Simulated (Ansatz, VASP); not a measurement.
# Pt3Se5: VASP beside Ansatz

```
Pt Se
1.0
     3.76072    0.00000    0.00000
     0.00000    8.12902    0.00000
     0.00000    0.00000   24.74240
Pt Se
6 10
Direct
  0.50000 0.43443 0.30555
  0.00000 0.35456 0.38546
  0.50000 0.04036 0.46526
  0.00000 0.71237 0.53474
  0.50000 0.39817 0.61454
  0.00000 0.31830 0.69445
  0.00000 0.47592 0.24960
  0.50000 0.15634 0.37013
  0.50000 0.54902 0.40033
  0.00000 0.84940 0.44335
  0.00000 0.23326 0.48539
  0.50000 0.51946 0.51461
  0.50000 0.90332 0.55665
  0.00000 0.20370 0.59967
  0.00000 0.59639 0.62987
  0.50000 0.27681 0.75040
```

Alike in both runs: functional PBEsol; k mesh 9 × 5 × 1; occupations gaussian, width 0.1 eV; no spin polarisation.

Ansatz relaxed the structure, and its values are those at the end. VASP's run is a single point on that final structure, the one shown.

|  | VASP | Ansatz |
| --- | --- | --- |
| version | VASP 6.6.1 | Ansatz 0.2.0 |
| potentials or method | VASP PAW PBE potentials, release 64 (Pt, Se), cutoff 520 eV | scalar-relativistic, plane waves, PAW |
| valence electrons in the cell | 120 | 268 |

Ansatz gave:

```
gap on the k mesh at the Fermi level (eV) : none
rms of the force components (eV/Å)        : 0.004
```

Which values does VASP return?

gap on the k mesh at the Fermi level (eV): none; rms of the force components (eV/Å): 0.012.

VASP's potentials were made for PBE, not for PBEsol. A gap of «none» marks a metal or a gap that the smearing closes. The functional is the same, so the differences come from potentials, cutoffs and numerics. VASP's potentials hold 120 valence electrons a cell and Ansatz's 268, so a difference there can come from the potentials and not from the codes.

Spin-orbit coupling is off throughout.
